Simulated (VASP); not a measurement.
Here is a VASP 6.6.1 calculation.

File INCAR:

```
PREC = Accurate
ENCUT = 500
EDIFF = 1E-6
ISMEAR = 0
SIGMA = 0.05
LREAL = F
LASPH = T
NELM = 120
ALGO = Normal
ISIF = 2
LWAVE = F
LCHARG = F
GGA = PE
NBANDS = 11
GGA_COMPAT = F
```

KPOINTS

```
Automatic mesh
0
Gamma
  8 8 8
```

Contents of POSCAR:

```
BP
1.0
    0.0000000000      2.3370700000      2.2690000000
    2.3370700000      0.0000000000      2.2690000000
    2.3370700000      2.3370700000      0.0000000000
B P
1 1
Direct
    0.0000000000      0.0000000000      0.0000000000
    0.2500000000      0.2500000000      0.2500000000
```

Potentials or basis: VASP PAW PBE potentials, release 64 (B, P).

Launch:

```sh
$ cat potpaw_PBE.64/B/POTCAR potpaw_PBE.64/P/POTCAR > POTCAR
$ mpirun -np 1 vasp_std > vasp.out
```

Task: What does it give for the band gap on the k mesh?

Result: 0.91 eV, indirect (least direct gap 3.03 eV).

Task: What does it give for the pressure?

Result: -7.8 GPa.

Stress tensor (GPa, compression positive):
```
-10.24   0.00   0.00
  0.00 -10.24   0.00
  0.00   0.00  -3.01
```

A k mesh can miss the band edges. As with any semilocal functional, this PBE gap is likely too small.
